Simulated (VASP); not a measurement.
# Lu (P6_3/mmc) in VASP: a series of runs

The runs below take Lu through single point, with LDA.

All numbers are computed with VASP 6.6.1; they aren't measurements. Logs are shortened: lines on timing, memory, paths and dates and some standing lists are left out, and cuts for length are marked.

**1. The cell of the first run**

The structure is hexagonal, space group P6_3/mmc (No. 194). The conventional cell has a = 3.342 Å, b = 3.342 Å, c = 5.196 Å, α = 90.00°, β = 90.00°, γ = 120.00°. Lu (site symmetry -6m2) has 12 Lu at 3.24 to 3.34 Å within 4.3 Å.

**2. Single point, LDA**

INCAR reads:

```
SYSTEM = Lu
  ALGO = Normal
  EDIFF = 1E-6
  ENCUT = 520
  GGA = CA
  ISIF = 2
  ISMEAR = -1
  LASPH = .TRUE.
  LCHARG = .FALSE.
  LREAL = .FALSE.
  LWAVE = .FALSE.
  NBANDS = 32
  NELM = 80
  PREC = Accurate
  SIGMA = 0.08
```

KPOINTS reads:

```
k-points
0
G
  16 16 10
  0 0 0
```

POSCAR reads:

```
Lu
1.0
    3.3421859915      0.0000000000      0.0000000000
   -1.6710929957      2.8944179728      0.0000000000
    0.0000000000      0.0000000000      5.1963793272
Lu
2
Direct
    0.3333333333      0.6666666667      0.2500000000
    0.6666666667      0.3333333333      0.7500000000
```

Potentials or basis: VASP PAW PBE potentials, release 64 (Lu).

On the command line:

```console
$ cat potpaw_PBE.64/Lu/POTCAR > POTCAR
$ mpirun -np 1 vasp_std > vasp.out
```

OUTCAR:

```text
SYSTEM = Lu
   EDIFF = 1E-6
   ENCUT = 520
   GGA = CA
   ISIF = 2
   ISMEAR = -1
   LASPH = .TRUE.
   LREAL = .FALSE.
   NELM = 80
   PREC = Accurate

 ion  position               nearest neighbor table
   1  0.333  0.667  0.250-   2 3.24   2 3.24   2 3.24   2 3.24   2 3.24   2 3.24
   2  0.667  0.333  0.750-   1 3.24   1 3.24   1 3.24   1 3.24   1 3.24   1 3.24

  LATTYP: Found a hexagonal cell.
 ALAT       =     3.3421859915
 C/A-ratio  =     1.5547846052

  Lattice vectors:

 A1 = (   3.3421859915,   0.0000000000,   0.0000000000)
 A2 = (  -1.6710929957,   2.8944179728,   0.0000000000)
 A3 = (   0.0000000000,   0.0000000000,   5.1963793272)

Analysis of symmetry for initial positions (statically):
=====================================================================
 Subroutine PRICEL returns:
 Original cell was already a primitive cell.

 Routine SETGRP: Setting up the symmetry group for a
 hexagonal supercell.

 Subroutine GETGRP returns: Found 24 space group operations
 (whereof 12 operations were pure point group operations)
 out of a pool of 24 trial point group operations.

The static configuration has the point symmetry D_3d.
 The point group associated with its full space group is D_6h.

Analysis of symmetry for dynamics (positions and initial velocities):
=====================================================================
 Subroutine PRICEL returns:
 Original cell was already a primitive cell.

 Routine SETGRP: Setting up the symmetry group for a
 hexagonal supercell.

 Subroutine GETGRP returns: Found 24 space group operations
 (whereof 12 operations were pure point group operations)
 out of a pool of 24 trial point group operations.

The dynamic configuration has the point symmetry D_3d.
 The point group associated with its full space group is D_6h.

 Subroutine INISYM returns: Found 24 space group operations
 (whereof 12 operations are pure point group operations),
 and found     1 'primitive' translations

----------------------------------------------------------------------------------------

                                     Primitive cell

  volume of cell :      50.2681

  direct lattice vectors                    reciprocal lattice vectors
     3.342185992  0.000000000  0.000000000     0.299205371  0.172746302  0.000000000
    -1.671092996  2.894417973  0.000000000     0.000000000  0.345492603  0.000000000
     0.000000000  0.000000000  5.196379327     0.000000000  0.000000000  0.192441686

  length of vectors
     3.342185992  3.342185991  5.196379327     0.345492603  0.345492603  0.192441686

  position of ions in fractional coordinates (direct lattice)
     0.333333333  0.666666667  0.250000000
     0.666666667  0.333333333  0.750000000

  ion indices of the primitive-cell ions
   primitive index   ion index
                 1           1
                 2           2

----------------------------------------------------------------------------------------

 KPOINTS: k-points

Automatic generation of k-mesh.
 Grid dimensions read from file:
 generate k-points for:   16   16   10

 Generating k-lattice:

  Cartesian coordinates                     Fractional coordinates (reciprocal lattice)
     0.018700336  0.010796644  0.000000000     0.062500000  0.000000000  0.000000000
     0.000000000  0.021593288  0.000000000     0.000000000  0.062500000  0.000000000
     0.000000000  0.000000000  0.019244169     0.000000000  0.000000000  0.100000000

  Length of vectors
     0.021593288  0.021593288  0.019244169

  Shift w.r.t. Gamma in fractional coordinates (k-lattice)
     0.000000000  0.000000000  0.000000000

 Subroutine IBZKPT returns following result:
 ===========================================

 Found    180 irreducible k-points:

 Following reciprocal coordinates:
            Coordinates               Weight
  0.000000  0.000000  0.000000      1.000000
  0.062500  0.000000  0.000000      6.000000
  0.125000  0.000000  0.000000      6.000000
  0.187500  0.000000  0.000000      6.000000
  0.250000  0.000000  0.000000      6.000000
  0.312500  0.000000  0.000000      6.000000
[... 16 lines left out ...]
  0.187500  0.187500  0.000000      6.000000
  0.250000  0.187500  0.000000     12.000000
 [... further k-points ...]
   k-points           NKPTS =    180   k-points in BZ     NKDIM =    180   number of bands    NBANDS=     32
   number of dos      NEDOS =    301   number of ions     NIONS =      2
   total plane-waves  NPLWV =  31360
   dimension x,y,z NGX =    28 NGY =   28 NGZ =   40
   dimension x,y,z NGXF=    56 NGYF=   56 NGZF=   80
   ions per type =               2
   NGX,Y,Z   is equivalent  to a cutoff of  13.93, 13.93, 12.80 a.u.
   NGXF,Y,Z  is equivalent  to a cutoff of  27.86, 27.86, 25.59 a.u.
 SYSTEM =  Lu
   PREC   = accura    normal or accurate (medium, high low for compatibility)
   ISTART =      0    job   : 0-new  1-cont  2-samecut
   ICHARG =      2    charge: 1-file 2-atom 10-const
   ISPIN  =      1    spin polarized calculation?
   LNONCOLLINEAR =      F non collinear calculations
   LSORBIT =      F    spin-orbit coupling
   LASPH  =      T    aspherical Exc in radial PAW
   ENCUT  =  520.0 eV  38.22 Ry    6.18 a.u.   6.21  6.21  9.66*2*pi/ulx,y,z
   NELM   =     80;   NELMIN=  2; NELMDL= -5     # of ELM steps
   EDIFF  = 0.1E-05   stopping-criterion for ELM
   LREAL  =      F    real-space projection
[... 7 lines left out ...]
   TEBEG  =    0.0;   TEEND  =   0.0 temperature during run
   PSTRESS=    0.0 pullay stress
   NELECT =      50.0000    total number of electrons
   NUPDOWN=      -1.0000    fix difference up-down
   EMIN   =  10.00;   EMAX   =-10.00  energy-range for DOS
   EFERMI =   0.00;   METHOD = LEGACY
   ISMEAR =    -1;   SIGMA  =   0.08  broadening in eV -4-tet -1-fermi 0-gaus
   EFERMI_NEDOS =   21; number of points for ismear=-14 and -15
   IALGO  =     38    algorithm
   IMIX   =      4    mixing-type and parameters
     AMIX     =   0.40;   BMIX     =  1.00
     AMIX_MAG =   1.60;   BMIX_MAG =  1.00
  volume/ion in A,a.u.               =      25.13       169.61
  Fermi-wavevector in a.u.,A,eV,Ry     =   1.634183  3.088157 36.335079  2.670553
  Thomas-Fermi vector in A             =   2.725864
   LORBIT       =      0    0 simple, 1 ext, 2 COOP (PROOUT), +10 PAW based schemes
   GGA     = CA    functional components
   LHFCALC =     F    Hartree Fock is set to
   AEXX    =    0.0000 exact exchange contribution
   IVDW    =     0    specifies the selected vdW correction
   LEPSILON=     F    determine dielectric tensor
   LRPA    =     F    only Hartree local field effects (RPA)
 non-spin polarized calculation
  energy-cutoff  :      520.00
  volume of cell :       50.27
 maximum number of plane-waves:      1375
 NGX is ok and might be reduce to    28
   NGX = 13   NGY = 13   NGZ = 19

 number of electron      49.9999996 magnetization

 Free energy of the ion-electron system (eV)
  ---------------------------------------------------
  ext. energy  EPLUGINS =         0.00000000
  ---------------------------------------------------
  free energy    TOTEN  =       -10.40319331 eV

  energy without entropy =      -10.34129313  energy(sigma->0) =      -10.37224322

 E-fermi :   2.5012     XC(G=0): -11.7303

 val. band max:        2.4778420329   @ k =   0.2500   0.1875   0.4000
 cond. band min:       2.5023833232   @ k =   0.2500   0.1250   0.1000
 fundamental gap:      0.0245412903
 Fermi energy:         2.5012218675

 k-point     1 :       0.0000    0.0000    0.0000
  band No.  band energies     occupation
      1     -53.1091      2.00000
      2     -53.0349      2.00000
      3     -24.4684      2.00000
      4     -23.7519      2.00000
      5     -23.7519      2.00000
      6     -23.6118      2.00000
[... 24 lines left out ...]
     31       6.1361      0.00000
     32       6.1361      0.00000

 k-point     2 :       0.0625    0.0000    0.0000
  band No.  band energies     occupation
      1     -53.1073      2.00000
      2     -53.0343      2.00000
      3     -24.4580      2.00000
      4     -23.7729      2.00000
      5     -23.7592      2.00000
      6     -23.6343      2.00000
[... 24 lines left out ...]
     31       5.9755      0.00000
     32       6.0198      0.00000

 k-point     3 :       0.1250    0.0000    0.0000
  band No.  band energies     occupation
      1     -53.1019      2.00000
      2     -53.0326      2.00000
      3     -24.4276      2.00000
      4     -23.8328      2.00000
      5     -23.7796      2.00000
      6     -23.6972      2.00000
[... 24 lines left out ...]
     31       5.8604      0.00000
     32       5.9807      0.00000

 k-point     4 :       0.1875    0.0000    0.0000
  band No.  band energies     occupation
      1     -53.0936      2.00000
      2     -53.0304      2.00000
      3     -24.3795      2.00000
      4     -23.9226      2.00000
      5     -23.8092      2.00000
      6     -23.7885      2.00000
[... 24 lines left out ...]
     31       6.3053      0.00000
     32       6.4650      0.00000

 k-point     5 :       0.2500    0.0000    0.0000
  band No.  band energies     occupation
      1     -53.0835      2.00000
      2     -53.0282      2.00000
      3     -24.3175      2.00000
      4     -24.0287      2.00000
      5     -23.8919      2.00000
      6     -23.8427      2.00000
[... 584 lines left out ...]
     31       8.9323      0.00000
     32       9.9229      0.00000

 k-point    22 :       0.4375    0.1250    0.0000
  band No.  band energies     occupation
      1     -53.0488      2.00000
      2     -53.0281      2.00000
      3     -24.2813      2.00000
      4     -24.1232      2.00000
      5     -24.0662      2.00000
      6     -23.9681      2.00000
[... 24 lines left out ...]
     31       9.2183      0.00000
     32       9.9188      0.00000

 k-point    23 :       0.1875    0.1875    0.0000
  band No.  band energies     occupation
      1     -53.0700      2.00000
      2     -53.0264      2.00000
      3     -24.2293      2.00000
      4     -24.0755      2.00000
      5     -24.0683      2.00000
      6     -23.8583      2.00000
[... 24 lines left out ...]
     31       7.4788      0.00000
     32       8.4800      0.00000

 k-point    24 :       0.2500    0.1875    0.0000
  band No.  band energies     occupation
      1     -53.0604      2.00000
      2     -53.0262      2.00000
      3     -24.1607      2.00000
      4     -24.1576      2.00000
      5     -24.0968      2.00000
      6     -23.9098      2.00000
[... 24 lines left out ...]
     31       8.1373      0.00000
     32       9.3033      0.00000

 [... further k-points ...]

------------------------ aborting loop because EDIFF is reached ----------------------------------------

  FORCE on cell =-STRESS in cart. coord.  units (eV):
  Direction    XX          YY          ZZ          XY          YZ          ZX
  --------------------------------------------------------------------------------------
  -------------------------------------------------------------------------------------
  Total        0.6873247      0.6873247      0.7089685      0.0000000      0.0000000      0.0000000
  in kB       21.9068458     21.9068458     22.5966898      0.0000000      0.0000000      0.0000000
  external PRESSURE =      22.1367938 kB  Pullay stress =       0.0000000 kB

 VOLUME and BASIS-vectors are now :
 -----------------------------------------------------------------------------
  energy-cutoff  :      520.00
  volume of cell :       50.27
      direct lattice vectors                 reciprocal lattice vectors
     3.342185992  0.000000000  0.000000000     0.299205371  0.172746302  0.000000000
    -1.671092996  2.894417973  0.000000000     0.000000000  0.345492603  0.000000000
     0.000000000  0.000000000  5.196379327     0.000000000  0.000000000  0.192441686

 POSITION                                       TOTAL-FORCE (eV/Angst)
 -----------------------------------------------------------------------------------
     -0.00000      1.92961      1.29909         0.000000      0.000000      0.000000
      1.67109      0.96481      3.89728        -0.000000     -0.000000      0.000000
 -----------------------------------------------------------------------------------
    total drift:                                0.000000     -0.000000      0.000000

  FREE ENERGIE OF THE ION-ELECTRON SYSTEM (eV)
  ---------------------------------------------------
  free  energy   TOTEN  =       -10.4031933114 eV

  energy  without entropy=      -10.3412931316  energy(sigma->0) =      -10.37224322
```

Wall time 3.3 min (1 thread of AMD EPYC 9R45 (Zen 5), shared host); peak memory 0.3 GiB.

What came out:

| Item | Value |
| --- | --- |
| Free energy | -10.4032 eV |
| Pressure | 2.2 GPa |
| Band gap on the k mesh | zero (bands 25 and 26 overlap by 1.99 eV) |

Caveat: the PAW data sets were made with another functional, which shifts forces and pressure a little; spin-orbit coupling is left out, which moves the levels of the heavy elements.

**3. Single point, LDA**

This run uses another cell than the first one, of 25.55 Å³/atom.

INCAR reads:

```
SYSTEM = Lu
ALGO = Normal ; EDIFF = 1E-7
ENCUT = 520 ; GGA = CA
ISIF = 2 ; ISMEAR = -1
LASPH = .True. ; LCHARG = .True.
LELF = .True. ; LREAL = .False.
LVHAR = .True. ; LWAVE = .False.
NBANDS = 32 ; NELM = 60
PREC = Accurate ; SIGMA = 0.08
```

KPOINTS reads:

```
k-points
0
Gamma
  16 16 10
  0 0 0
```

POSCAR reads:

```
Lu
1.0
    3.3613333123      0.0000000000      0.0000000000
   -1.6806666562      2.9110000391      0.0000000000
    0.0000000000      0.0000000000      5.2230771450
Lu
2
Direct
    0.3333333333      0.6666666667      0.2500000000
    0.6666666667      0.3333333333      0.7500000000
```

Potentials or basis: VASP PAW PBE potentials, release 64 (Lu).

On the command line:

```console
$ cat potpaw_PBE.64/Lu/POTCAR > POTCAR
$ mpirun -np 1 vasp_std > vasp.out
```

Wall time 3.2 min (1 thread of AMD EPYC 9R45 (Zen 5), shared host); peak memory 0.31 GiB.

It converged, with:

```
Free energy            : -10.4131 eV
Pressure               : 1.2 GPa
Band gap on the k mesh : zero (bands 25 and 26 overlap by 1.94 eV)
```

Levels at points of the mesh, in eV from the Fermi level:
```csv
k point,band 23,band 24,band 25,band 26,band 27,band 28
"(0.00, 0.00, 0.00)",-4.68,-2.63,1.32,2.18,2.18,2.73
"(0.50, 0.00, 0.00)",-2.41,-1.65,-1.07,-0.11,1.78,1.87
"(0.00, 0.00, 0.50)",-4.39,-4.39,1.27,1.27,2.06,2.06
"(0.50, 0.00, 0.50)",-2.34,-2.34,0.11,0.11,1.78,1.78
```

Caveat: the PAW data sets were made with another functional, which shifts forces and pressure a little; spin-orbit coupling is left out, which moves the levels of the heavy elements.

**4. Single point, LDA**

This run uses another cell than the first one, of 26.02 Å³/atom.

INCAR reads:

```
SYSTEM = Lu
  ALGO = Normal
  EDIFF = 1E-7
  ENCUT = 520
  GGA = CA
  ISIF = 2
  ISMEAR = -1
  LASPH = .True.
  LCHARG = .False.
  LREAL = .False.
  LWAVE = .False.
  NBANDS = 32
  NELM = 80
  PREC = Accurate
  SIGMA = 0.08
```

KPOINTS is that of step 3.

POSCAR reads:

```
Lu
1.0
    3.3821811482      0.0000000000      0.0000000000
   -1.6910905741      2.9290547946      0.0000000000
    0.0000000000      0.0000000000      5.2532803321
Lu
2
Direct
    0.3333333333      0.6666666667      0.2500000000
    0.6666666667      0.3333333333      0.7500000000
```

On the command line:

```console
$ cat potpaw_PBE.64/Lu/POTCAR > POTCAR
$ mpirun -np 1 vasp_std > vasp.out
```

Run time: 3 min. Hardware: 1 thread of AMD EPYC 9R45 (Zen 5), shared host; peak memory 0.31 GiB.

It converged, with:

```
Free energy            : -10.4182 eV
Pressure               : 0.2 GPa
Band gap on the k mesh : zero (bands 25 and 26 overlap by 1.89 eV)
```

Levels at points of the mesh, in eV from the Fermi level:
```
           k point  band 23  band 24  band 25  band 26  band 27  band 28
(0.00, 0.00, 0.00)    -4.71    -2.59     1.25     2.17     2.17     2.71
(0.50, 0.00, 0.00)    -2.40    -1.61    -1.04    -0.15     1.77     1.84
(0.00, 0.00, 0.50)    -4.38    -4.38     1.26     1.26     2.05     2.05
(0.50, 0.00, 0.50)    -2.30    -2.30     0.12     0.12     1.72     1.72
```

Caveat: the PAW data sets were made with another functional, which shifts forces and pressure a little; spin-orbit coupling is left out, which moves the levels of the heavy elements.

**5. Summary**

| cell | gap on the mesh (eV) | pressure (GPa) |
| --- | --- | --- |
| a = 3.342, b = 3.342, c = 5.196 Å, angles 90.0, 90.0, 120.0°, 2 atoms | none | 2.2 |
| a = 3.361, b = 3.361, c = 5.223 Å, angles 90.0, 90.0, 120.0°, 2 atoms | none | 1.2 |
| a = 3.382, b = 3.382, c = 5.253 Å, angles 90.0, 90.0, 120.0°, 2 atoms | none | 0.2 |

Alike in all rows: task single point; level LDA; potentials or basis VASP PAW PBE potentials, release 64 (Lu); no spin polarisation; k mesh 16 × 16 × 10; cutoff (eV) 520; smearing fermi-dirac 0.08 eV.

Caveats: the PAW data sets were made with another functional, which shifts forces and pressure a little; spin-orbit coupling is left out, which moves the levels of the heavy elements.

Absolute energies hang on the potentials; compare differences alone.

The gap in the log of VASP goes by the Fermi energy; the results here count the filled bands.